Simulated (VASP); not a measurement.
ScAl3: relaxation of cell and atoms with LDA

The system is ScAl3.

```
Sc Al
1.0
     4.08781    0.00000    0.00000
     0.00000    4.08781    0.00000
     0.00000    0.00000    4.08781
Sc Al
1 3
Direct
  0.00000 0.00000 0.00000
  0.50000 0.50000 0.00000
  0.00000 0.50000 0.50000
  0.50000 0.00000 0.50000
```

```json
{"Program": "VASP 6.6.1", "Task": "relaxation of cell and atoms", "Functional": "LDA", "Potentials or basis": "VASP PAW LDA potentials, release 64 (Sc_sv, Al)", "Cutoff": "600 eV", "k mesh": "7 × 7 × 7", "Occupations": "fermi-dirac, width 0.05 eV", "Spin": "no spin polarisation", "Dipole correction": "no", "Further INCAR settings": "ALGO = Normal; EDIFF = 1e-07; IBRION = 2; EDIFFG = -0.01; NSW = 60; ISIF = 3"}
```

The relaxed volume is 16.41 Å³/atom. The relaxed cell is a = 4.034 Å, b = 4.034 Å, c = 4.034 Å, α = 90.00°, β = 90.00°, γ = 90.00°, the space group after relaxing (to 0.1 Å) is Pm-3m (No. 221) and the energy gained by relaxing is 7.7 meV/atom. The ionic steps are 3 and the pressure after relaxing is 0.0 GPa. The band gap on the k mesh is zero (bands 10 and 11 overlap by 3.72 eV).

Step by step:
| step | energy change (eV) | largest force (eV/Å) | pressure (GPa) | volume (Å³) |
| --- | --- | --- | --- | --- |
| 1 | 0.0000 | 0.0000 | -3.57 | 68.31 |
| 2 | -0.0256 | 0.0000 | 1.60 | 64.61 |
| 3 | -0.0307 | 0.0000 | 0.00 | 65.65 |

Final structure:
```
CELL_PARAMETERS angstrom
4.03398 0.00000 0.00000
0.00000 4.03398 0.00000
0.00000 0.00000 4.03398
ATOMIC_POSITIONS crystal
Sc 0.00000 0.00000 0.00000
Al 0.50000 0.50000 0.00000
Al 0.00000 0.50000 0.50000
Al 0.50000 0.00000 0.50000
```

Levels at points of the mesh, in eV from the Fermi level:
```
           k point  band 7  band 8  band 9  band 10  band 11  band 12  band 13  band 14
(0.00, 0.00, 0.00)   -2.58   -1.68   -1.68    -1.68     1.39     1.39     1.39     1.41
```

Wall time 72 s on 1 thread of Intel Xeon 8259CL (shared host), peak memory 0.19 GiB.
